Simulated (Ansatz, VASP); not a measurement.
**KF: VASP beside Ansatz**

INCAR

```
PREC     = Accurate       # precision mode
ENCUT    = 520            # plane-wave cutoff, eV
EDIFF    = 1E-7           # SCF threshold, eV
ISMEAR   = -1             # smearing method
SIGMA    = 0.03           # smearing width, eV
LREAL    = False          # projectors in reciprocal space
LASPH    = True           # aspherical terms in the spheres
NELM     = 80             # most SCF steps
ALGO     = Normal         # electronic algorithm
ISIF     = 2              # what is computed and relaxed
LWAVE    = False          # write WAVECAR
LCHARG   = False          # write CHGCAR
GGA      = PS             # functional
NBANDS   = 15             # bands
```

The input KPOINTS:

```
regular mesh
0
Gamma
  9 9 9
```

File POSCAR:

```
KF
1.0
    0.0000000000      2.6544134050      2.6544134050
    2.6544134050      0.0000000000      2.6544134050
    2.6544134050      2.6544134050      0.0000000000
K F
1 1
Direct
    0.0000000000      0.0000000000      0.0000000000
    0.5000000000      0.5000000000      0.5000000000
```

Input for Ansatz:

```yaml
crystal:
  lattice:
    - [0.0, 2.654413405, 2.654413405]
    - [2.654413405, 0.0, 2.654413405]
    - [2.654413405, 2.654413405, 0.0]
  atoms:
    - { symbol: K, position: [0.0, 0.0, 0.0] }
    - { symbol: F, position: [0.5, 0.5, 0.5] }
kpoints:
  mp_grid: { grid: [9, 9, 9] }
  band_path:
    path:
      - [0.0, 0.0, 0.0]
      - [0.5, 0.0, 0.5]
      - [0.625, 0.25, 0.625]
      - [0.375, 0.375, 0.75]
      - [0.0, 0.0, 0.0]
      - [0.5, 0.5, 0.5]
      - [0.5, 0.25, 0.75]
      - [0.5, 0.0, 0.5]
    npoints: 14
scf:
  occupations: { method: fermi_dirac, width: 0.03 }
hamiltonian:
  xc: pbesol
  pseudopotentials: { kind: all_electron, lapw: { basis_error: 0.001 } }
output:
  forces: true
  stress: true
  eigenvalues: true
  populations: true
```

Alike in both runs: task single point; functional PBEsol; k mesh 9 × 9 × 9; occupations fermi-dirac, width 0.03 eV; no spin polarisation.

|  | VASP | Ansatz |
| --- | --- | --- |
| version | VASP 6.6.1 | Ansatz 0.2.0 |
| potentials or method | VASP PAW PBE potentials, release 64 (K_sv, F), cutoff 520 eV | all-electron LAPW, scalar-relativistic |

VASP gave:

```
gap on the k mesh at the Fermi level (eV) : 6.13
pressure (GPa)                            : 0.0
```

**Question.** Which values does Ansatz return?

**Answer.** gap on the k mesh at the Fermi level (eV): 6.14; pressure (GPa): 0.0.

VASP's potentials were made for PBE, not for PBEsol. Ansatz ran all-electron here, and VASP with PAW potentials.
